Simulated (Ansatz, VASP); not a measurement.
Au: VASP beside Ansatz

```xyz
2
Lattice="2.9569 0.0000 0.0000 -1.4784 2.5607 0.0000 0.0000 0.0000 4.9757" Properties=species:S:1:pos:R:3 pbc="T T T"
Au    0.0000    1.7072    3.7318
Au    1.4784    0.8536    1.2439
```

Change from the starting cell: volume scaled by 1.06, ions relaxed.

Alike in both runs: functional PBE; k mesh 18 × 18 × 10; occupations fermi-dirac, width 0.05 eV; no spin polarisation.

Ansatz relaxed the structure, and its values are those at the end. VASP's run is a single point on that final structure, the one shown.

|  | VASP | Ansatz |
| --- | --- | --- |
| version | VASP 6.6.1 | Ansatz 0.2.0 |
| potentials or method | VASP PAW PBE potentials, release 64 (Au) | plane-wave PAW, scalar-relativistic |
| plane-wave cutoff (eV) | 520 | 420 |
| valence electrons in the cell | 22 | 38 |

|  | VASP | Ansatz | Ansatz less VASP |
| --- | --- | --- | --- |
| pressure (GPa) | -5.5 | -5.4 | +0.18 |

VASP's potentials hold 22 valence electrons a cell and Ansatz's 38, so a difference there can come from the potentials and not from the codes. Ansatz's warnings: stress scf threshold loose.

Neither program's run includes spin-orbit coupling.
